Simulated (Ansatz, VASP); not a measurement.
Two plane-wave programs on Si4F

```
Si F
1.0
     5.23219    0.00000    0.00000
    -2.61610    4.53121    0.00000
     0.00000    0.00000    3.93419
Si F
4 1
Direct
  0.00000 0.00000 0.50000
  0.50000 0.00000 0.00000
  0.00000 0.50000 0.00000
  0.50000 0.50000 0.00000
  0.00000 0.00000 0.00000
```

Alike in both runs: functional PBE; k mesh 12 × 12 × 10; occupations gaussian, width 0.1 eV; no spin polarisation.

Ansatz relaxed the structure, and its values are those at the end. VASP's run is a single point on that final structure, the one shown.

|  | VASP | Ansatz |
| --- | --- | --- |
| version | VASP 6.6.1 | Ansatz 0.2.0 |
| potentials or method | VASP PAW PBE potentials, release 64 (Si, F), cutoff 520 eV | scalar-relativistic, plane waves, PAW |
| valence electrons in the cell | 23 | 23 |

```tsv
	VASP	Ansatz	Ansatz less VASP
gap on the k mesh at the Fermi level (eV)	none	none	-
pressure (GPa)	0.0	0.0	+0.01
```

A gap of «none» marks a metal or a gap that the smearing closes.
